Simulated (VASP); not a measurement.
# B3F2 (P6_3/mmc) in VASP: notebook

Runs on B3F2. Level: PBE. Tasks: single point, relaxation of cell and atoms.

Everything below comes from runs of VASP 6.6.1. Logs are shortened: lines on timing, memory, paths and dates and some standing lists are left out, and cuts for length are marked.

## (1) The cell of the first run

It takes space group P6_3/mmc (No. 194, hexagonal). The conventional cell has a = 2.653 Å, b = 2.653 Å, c = 17.816 Å, α = 90.00°, β = 90.00°, γ = 120.00°. Within 3.5 Å of B (site symmetry -6m2) lie 6 B at 2.65 Å and 6 F at 3.06 Å. Within 1.8 Å of B (site symmetry 3m) lie 1 F at 1.34 Å and 3 B at 1.79 Å. Within 1.8 Å of F (site symmetry 3m) lie 1 B at 1.34 Å.

The cell was generated, and may not be a known phase.

## (2) Single point, PBE, collinear spin

The input, INCAR:

```
SYSTEM = B3F2
PREC     = Accurate       ! precision mode
ENCUT    = 520            ! plane-wave cutoff, eV
EDIFF    = 1E-6           ! SCF threshold, eV
ISMEAR   = 0              ! smearing method
SIGMA    = 0.1            ! smearing width, eV
LREAL    = .False.        ! projectors in reciprocal space
LASPH    = .True.         ! aspherical terms in the spheres
NELM     = 150            ! most SCF steps
ALGO     = Normal         ! electronic algorithm
ISIF     = 2              ! what is computed and relaxed
LWAVE    = .False.        ! write WAVECAR
LCHARG   = .True.         ! write CHGCAR
ISPIN    = 2              ! spin polarisation
MAGMOM   = 0 0 0 0 0 0 1 1 1 1 ! initial moments
LORBIT   = 11             ! projections on sites
GGA      = PE             ! functional
LELF     = .True.         ! ELF
LVHAR    = .True.       
NBANDS   = 38             ! bands
```

The input, KPOINTS:

```
Automatic mesh
0
Gamma
  6 6 1
  0 0 0
```

The input, POSCAR:

```
B3F2
1.0
    2.6527036666      0.0000000000      0.0000000000
   -1.3263518333      2.2973087640      0.0000000000
    0.0000000000      0.0000000000     17.8163528303
B F
6 4
Direct
    0.0000000000      0.0000000000      0.2500000000
    0.0000000000      0.0000000000      0.7500000000
    0.3333333333      0.6666666667      0.0259564277
    0.6666666667      0.3333333333      0.5259564277
    0.3333333333      0.6666666667      0.4740435723
    0.6666666667      0.3333333333      0.9740435723
    0.3333333333      0.6666666667      0.1014070905
    0.6666666667      0.3333333333      0.6014070905
    0.3333333333      0.6666666667      0.3985929095
    0.6666666667      0.3333333333      0.8985929095
```

Potentials or basis: VASP PAW PBE potentials, release 64 (B, F).

On the command line:

```
$ cat potpaw_PBE.64/B/POTCAR potpaw_PBE.64/F/POTCAR > POTCAR
$ mpirun -np 1 vasp_std > vasp.out
```

OUTCAR:

```text
SYSTEM = B3F2
   PREC = Accurate
   ENCUT = 520
   EDIFF = 1E-6
   ISMEAR = 0
   LREAL = .False.
   LASPH = .True.
   NELM = 150
   ISIF = 2
   ISPIN = 2
   LORBIT = 11
   GGA = PE

 ion  position               nearest neighbor table
   1  0.000  0.000  0.250-
   2  0.000  0.000  0.750-
   3  0.333  0.667  0.026-   7 1.34   6 1.79   6 1.79   6 1.79
   4  0.667  0.333  0.526-   8 1.34   5 1.79   5 1.79   5 1.79
   5  0.333  0.667  0.474-   9 1.34   4 1.79   4 1.79   4 1.79
   6  0.667  0.333  0.974-  10 1.34   3 1.79   3 1.79   3 1.79
   7  0.333  0.667  0.101-   3 1.34
   8  0.667  0.333  0.601-   4 1.34
   9  0.333  0.667  0.399-   5 1.34
  10  0.667  0.333  0.899-   6 1.34

  LATTYP: Found a hexagonal cell.
 ALAT       =     2.6527036666
 C/A-ratio  =     6.7162996963

  Lattice vectors:

 A1 = (   2.6527036666,   0.0000000000,   0.0000000000)
 A2 = (  -1.3263518333,   2.2973087640,   0.0000000000)
 A3 = (   0.0000000000,   0.0000000000,  17.8163528303)

Analysis of symmetry for initial positions (statically):
=====================================================================
 Subroutine PRICEL returns:
 Original cell was already a primitive cell.

 Routine SETGRP: Setting up the symmetry group for a
 hexagonal supercell.

 Subroutine GETGRP returns: Found 24 space group operations
 (whereof 12 operations were pure point group operations)
 out of a pool of 24 trial point group operations.

The static configuration has the point symmetry D_3d.
 The point group associated with its full space group is D_6h.

Analysis of symmetry for dynamics (positions and initial velocities):
=====================================================================
 Subroutine PRICEL returns:
 Original cell was already a primitive cell.

 Routine SETGRP: Setting up the symmetry group for a
 hexagonal supercell.

 Subroutine GETGRP returns: Found 24 space group operations
 (whereof 12 operations were pure point group operations)
 out of a pool of 24 trial point group operations.

The dynamic configuration has the point symmetry D_3d.
 The point group associated with its full space group is D_6h.

Analysis of structural, dynamic, and magnetic symmetry:
=====================================================================
 Subroutine PRICEL returns:
 Original cell was already a primitive cell.

 Routine SETGRP: Setting up the symmetry group for a
 hexagonal supercell.

 Subroutine GETGRP returns: Found 24 space group operations
 (whereof 12 operations were pure point group operations)
 out of a pool of 24 trial point group operations.

The overall configuration has the point symmetry D_3d.
 The point group associated with its full space group is D_6h.

 Subroutine INISYM returns: Found 24 space group operations
 (whereof 12 operations are pure point group operations),
 and found     1 'primitive' translations

----------------------------------------------------------------------------------------

                                     Primitive cell

  volume of cell :     108.5743

  direct lattice vectors                    reciprocal lattice vectors
     2.652703667  0.000000000  0.000000000     0.376973882  0.217645972  0.000000000
    -1.326351833  2.297308764  0.000000000     0.000000000  0.435291945  0.000000000
     0.000000000  0.000000000 17.816352830     0.000000000  0.000000000  0.056128210

  length of vectors
     2.652703667  2.652703667 17.816352830     0.435291945  0.435291945  0.056128210

  position of ions in fractional coordinates (direct lattice)
     0.000000000  0.000000000  0.250000000
     0.000000000  0.000000000  0.750000000
     0.333333333  0.666666667  0.025956428
     0.666666667  0.333333333  0.525956428
     0.333333333  0.666666667  0.474043572
     0.666666667  0.333333333  0.974043572
     0.333333333  0.666666667  0.101407090
     0.666666667  0.333333333  0.601407090
     0.333333333  0.666666667  0.398592910
     0.666666667  0.333333333  0.898592910

  ion indices of the primitive-cell ions
   primitive index   ion index
                 1           1
                 2           2
                 3           3
                 4           4
                 5           5
[... 50 lines left out ...]
   PREC   = accura    normal or accurate (medium, high low for compatibility)
   ISTART =      0    job   : 0-new  1-cont  2-samecut
   ICHARG =      2    charge: 1-file 2-atom 10-const
   ISPIN  =      2    spin polarized calculation?
   LNONCOLLINEAR =      F non collinear calculations
   LSORBIT =      F    spin-orbit coupling
   LASPH  =      T    aspherical Exc in radial PAW
   ENCUT  =  520.0 eV  38.22 Ry    6.18 a.u.   4.93  4.93 33.13*2*pi/ulx,y,z
   NELM   =    150;   NELMIN=  2; NELMDL= -5     # of ELM steps
   EDIFF  = 0.1E-05   stopping-criterion for ELM
   LREAL  =      F    real-space projection
   EDIFFG = 0.1E-04   stopping-criterion for IOM
   NSW    =      0    number of steps for IOM
   IBRION =     -1    ionic relax: 0-MD 1-quasi-New 2-CG
   NFREE  =      0    steps in history (QN), initial steepest desc. (CG)
   ISIF   =      2    stress and relaxation
   ISYM   =      2    0-nonsym 1-usesym 2-fastsym
   POTIM  = 0.5000    time-step for ionic-motion
   TEBEG  =    0.0;   TEEND  =   0.0 temperature during run
   PSTRESS=    0.0 pullay stress
   NELECT =      46.0000    total number of electrons
   NUPDOWN=      -1.0000    fix difference up-down
   EMIN   =  10.00;   EMAX   =-10.00  energy-range for DOS
   EFERMI =   0.00;   METHOD = LEGACY
   ISMEAR =     0;   SIGMA  =   0.10  broadening in eV -4-tet -1-fermi 0-gaus
   EFERMI_NEDOS =   21; number of points for ismear=-14 and -15
   IALGO  =     38    algorithm
   IMIX   =      4    mixing-type and parameters
     AMIX     =   0.40;   BMIX     =  1.00
     AMIX_MAG =   1.60;   BMIX_MAG =  1.00
  volume/ion in A,a.u.               =      10.86        73.27
  Fermi-wavevector in a.u.,A,eV,Ry     =   1.229566  2.323543 20.569727  1.511832
  Thomas-Fermi vector in A             =   2.364448
   LORBIT       =     11    0 simple, 1 ext, 2 COOP (PROOUT), +10 PAW based schemes
   GGA     = PE    functional components
   LHFCALC =     F    Hartree Fock is set to
   AEXX    =    0.0000 exact exchange contribution
   IVDW    =     0    specifies the selected vdW correction
   LEPSILON=     F    determine dielectric tensor
   LRPA    =     F    only Hartree local field effects (RPA)
 spin polarized calculation
 Gauss-broadening in eV      SIGMA  =   0.10
  energy-cutoff  :      520.00
  volume of cell :      108.57
 maximum number of plane-waves:      2949
 NGX is ok and might be reduce to    20
   NGX =  9   NGY =  9   NGZ = 67

 number of electron      45.9999972 magnetization       1.6537331

 Free energy of the ion-electron system (eV)
  ---------------------------------------------------
  ext. energy  EPLUGINS =         0.00000000
  ---------------------------------------------------
  free energy    TOTEN  =       -50.00149390 eV

  energy without entropy =      -49.97269038  energy(sigma->0) =      -49.98709214

 E-fermi :   1.8592     XC(G=0):  -9.6665

 val. band max:        1.8245481280   @ k =   0.3333   0.1667   0.0000
 cond. band min:       1.8915109746   @ k =   0.1667   0.1667   0.0000
 fundamental gap:      0.0669628465
 Fermi energy:         1.8591722351

 spin component 1

 k-point     1 :       0.0000    0.0000    0.0000
  band No.  band energies     occupation
      1     -23.9578      1.00000
      2     -23.9578      1.00000
      3     -23.9209      1.00000
      4     -23.9207      1.00000
      5     -10.3759      1.00000
      6     -10.3629      1.00000
[... 255 lines left out ...]
     34      12.2982      0.00000
     35      12.5193      0.00000
 Fermi energy:         1.8591722351

 spin component 2

 k-point     1 :       0.0000    0.0000    0.0000
  band No.  band energies     occupation
      1     -23.9226      1.00000
      2     -23.9226      1.00000
      3     -23.8870      1.00000
      4     -23.8868      1.00000
      5     -10.1928      1.00000
      6     -10.1822      1.00000
[... 255 lines left out ...]
     34      12.4729      0.00000
     35      12.6605      0.00000
 [bands above 35 left out]

------------------------ aborting loop because EDIFF is reached ----------------------------------------

  FORCE on cell =-STRESS in cart. coord.  units (eV):
  Direction    XX          YY          ZZ          XY          YZ          ZX
  --------------------------------------------------------------------------------------
  -------------------------------------------------------------------------------------
  Total       -1.2583606     -1.2583606      1.8191260      0.0000000      0.0000000     -0.0000000
  in kB      -18.5690120    -18.5690120     26.8439519      0.0000000      0.0000000     -0.0000000
  external PRESSURE =      -3.4313574 kB  Pullay stress =       0.0000000 kB

 VOLUME and BASIS-vectors are now :
 -----------------------------------------------------------------------------
  energy-cutoff  :      520.00
  volume of cell :      108.57
      direct lattice vectors                 reciprocal lattice vectors
     2.652703667  0.000000000  0.000000000     0.376973882  0.217645972  0.000000000
    -1.326351833  2.297308764  0.000000000     0.000000000  0.435291945  0.000000000
     0.000000000  0.000000000 17.816352830     0.000000000  0.000000000  0.056128210

 POSITION                                       TOTAL-FORCE (eV/Angst)
 -----------------------------------------------------------------------------------
      0.00000      0.00000      4.45409         0.000000      0.000000      0.000000
      0.00000      0.00000     13.36226         0.000000      0.000000      0.000000
     -0.00000      1.53154      0.46245        -0.000000      0.000000     -0.126159
      1.32635      0.76577      9.37063         0.000000      0.000000     -0.126159
     -0.00000      1.53154      8.44573         0.000000      0.000000      0.126159
      1.32635      0.76577     17.35390         0.000000     -0.000000      0.126159
     -0.00000      1.53154      1.80670        -0.000000      0.000000      0.098717
      1.32635      0.76577     10.71488         0.000000     -0.000000      0.098717
     -0.00000      1.53154      7.10147        -0.000000      0.000000     -0.098717
      1.32635      0.76577     16.00965         0.000000     -0.000000     -0.098717
 -----------------------------------------------------------------------------------
    total drift:                                0.000000     -0.000000      0.000000

  FREE ENERGIE OF THE ION-ELECTRON SYSTEM (eV)
  ---------------------------------------------------
  free  energy   TOTEN  =       -50.0014938993 eV

  energy  without entropy=      -49.9726903777  energy(sigma->0) =      -49.98709214

 total charge

# of ion       s       p       d       tot
------------------------------------------
    1        0.860   0.438   0.000   1.298
    2        0.860   0.438   0.000   1.298
    3        0.731   1.258   0.000   1.989
    4        0.731   1.258   0.000   1.989
    5        0.731   1.258   0.000   1.989
    6        0.731   1.258   0.000   1.989
    7        1.748   4.404   0.000   6.151
    8        1.748   4.404   0.000   6.151
    9        1.748   4.404   0.000   6.151
   10        1.748   4.404   0.000   6.151
--------------------------------------------------
tot         11.632  23.524   0.000  35.156

 magnetization (x)

# of ion       s       p       d       tot
------------------------------------------
    1        0.073   0.212   0.000   0.285
    2        0.073   0.212   0.000   0.285
    3        0.010   0.054   0.000   0.064
    4        0.010   0.054   0.000   0.064
    5        0.010   0.054   0.000   0.064
    6        0.010   0.054   0.000   0.064
    7        0.001   0.019   0.000   0.020
    8        0.001   0.019   0.000   0.020
    9        0.001   0.019   0.000   0.020
   10        0.001   0.019   0.000   0.020
--------------------------------------------------
tot          0.191   0.717   0.000   0.908
```

Wall time 97 s (1 thread of Intel Xeon Platinum 8488C (Sapphire Rapids), shared host); peak memory 0.26 GiB.

What came out:

| Property | Result |
| --- | --- |
| Free energy | -50.0015 eV |
| Pressure | -0.3 GPa |
| Largest force | 0.126 eV/Å |
| Net moment | 1.65 μB per cell |
| Site moments | B +0.28, +0.06 (each value once); F +0.02 μB |
| Valence electrons inside the program's atomic spheres | B 1.30, 1.99 (each value once); F 6.15 |

Forces on the atoms (eV/Å):
```
B    0.000  0.000  0.000
B    0.000  0.000  0.000
B    0.000  0.000 -0.126
B    0.000  0.000 -0.126
B    0.000  0.000  0.126
B    0.000  0.000  0.126
F    0.000  0.000  0.099
F    0.000  0.000  0.099
F    0.000  0.000 -0.099
F    0.000  0.000 -0.099
```

Caveat: the k points lie up to 0.46 Å⁻¹ apart; a moment this small can come from the mesh or the smearing.

(Continued in part 2 of 2.)
